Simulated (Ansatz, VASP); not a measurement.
## TaSi5B2: VASP beside Ansatz

```
Ta Si B
1.0
     3.18739    0.00000    0.00000
    -1.59369    2.76036    0.00000
     0.00000    0.00000   12.08844
Ta Si B
1 5 2
Direct
  0.00000 0.00000 0.50000
  0.33333 0.66667 0.14002
  0.66667 0.33333 0.85998
  0.00000 0.00000 0.28868
  0.00000 0.00000 0.71132
  0.00000 0.00000 0.00000
  0.33333 0.66667 0.62587
  0.66667 0.33333 0.37413
```

Alike in both runs: task single point; functional PBE; k mesh 6 × 6 × 2; occupations gaussian, width 0.1 eV; no spin polarisation.

```csv
,VASP,Ansatz
version,VASP 6.6.1,Ansatz 0.2.0
potentials or method,"VASP PAW PBE potentials, release 64 (Ta_pv, Si, B), cutoff 500 eV","scalar-relativistic, plane waves, PAW"
valence electrons in the cell,37,39
```

VASP gave:

| Item | Value |
| --- | --- |
| gap on the k mesh at the Fermi level (eV) | none |
| pressure (GPa) | 1.8 |
| traceless stress, the component that is largest in VASP (GPa) | -2.98 |
| rms of the force components (eV/Å) | 0.044 |

**Question.** What did Ansatz give for the same quantities?

**Answer.** gap on the k mesh at the Fermi level (eV): none; pressure (GPa): 1.7; traceless stress, the component that is largest in VASP (GPa): -2.97; rms of the force components (eV/Å): 0.049.

Atom by atom the forces differ by 0.005 eV/Å (rms over components). A gap of «none» marks a metal or a gap that the smearing closes. The functional is the same, so the differences come from potentials, cutoffs and numerics. VASP's potentials hold 37 valence electrons a cell and Ansatz's 39, so a difference there can come from the potentials and not from the codes.

The k mesh is coarse, so the values compare programs but aren't converged. Neither program's run includes spin-orbit coupling.
